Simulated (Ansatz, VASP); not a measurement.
**La in VASP and in Ansatz**

```
CELL_PARAMETERS angstrom
3.59321 0.00000 0.00000
-1.79660 3.11181 0.00000
0.00000 0.00000 11.54237
ATOMIC_POSITIONS crystal
La 0.00000 0.00000 0.00000
La 0.00000 0.00000 0.50000
La 0.33333 0.66667 0.25000
La 0.66667 0.33333 0.75000
```

Alike in both runs: functional LDA; k mesh 12 × 12 × 4; occupations gaussian, width 0.1 eV; no spin polarisation.

Ansatz relaxed the structure, and its values are those at the end. VASP's run is a single point on that final structure, the one shown.

|  | VASP | Ansatz |
| --- | --- | --- |
| version | VASP 6.6.1 | Ansatz 0.2.0 |
| potentials or method | VASP PAW LDA potentials, release 64 (La), cutoff 520 eV | scalar-relativistic, plane waves, PAW |
| valence electrons in the cell | 44 | 44 |

VASP gave:

* gap on the k mesh at the Fermi level (eV): none
* pressure (GPa): -0.1

Q: What did Ansatz give for the same quantities?

A: gap on the k mesh at the Fermi level (eV): none; pressure (GPa): 0.0.

Ansatz warns that its potentials were made for another functional, while VASP's fit it. LDA's correlation is that of Perdew and Zunger in VASP and of Perdew and Wang (1992) in Ansatz. A gap of «none» marks a metal or a gap that the smearing closes.

Neither program's run includes spin-orbit coupling.
